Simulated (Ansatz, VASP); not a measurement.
## Two plane-wave programs on Ag2BrCl

```xyz
4
Lattice="2.0276 1.1706 6.5819 -2.0276 1.1706 6.5819 0.0000 -2.3412 6.5819" Properties=species:S:1:pos:R:3 pbc="T T T"
Cl    2.0276    1.1706    6.5819
Br    0.0000    0.0000    9.8728
Ag    0.0000    0.0000    5.0078
Ag    0.0000    0.0000   14.7379
```

Alike in both runs: task single point; functional r2SCAN; k mesh 6 × 6 × 6; no spin polarisation.

```csv
,VASP,Ansatz
version,VASP 6.6.1,Ansatz 0.2.0
potentials or method,"VASP PAW PBE potentials, release 64 (Cl, Br, Ag)","plane waves, PAW"
plane-wave cutoff (eV),520,500
occupations,"gaussian, width 0.01 eV",fixed
valence electrons in the cell,36,52
```

|  | VASP | Ansatz | Ansatz less VASP |
| --- | --- | --- | --- |
| gap on the k mesh at the Fermi level (eV) | 1.28 | 1.33 | +0.048 |
| pressure (GPa) | -1.4 | -1.3 | +0.06 |

VASP's potentials were made for PBE, not for r2SCAN. VASP's potentials hold 36 valence electrons a cell and Ansatz's 52, so a difference there can come from the potentials and not from the codes.
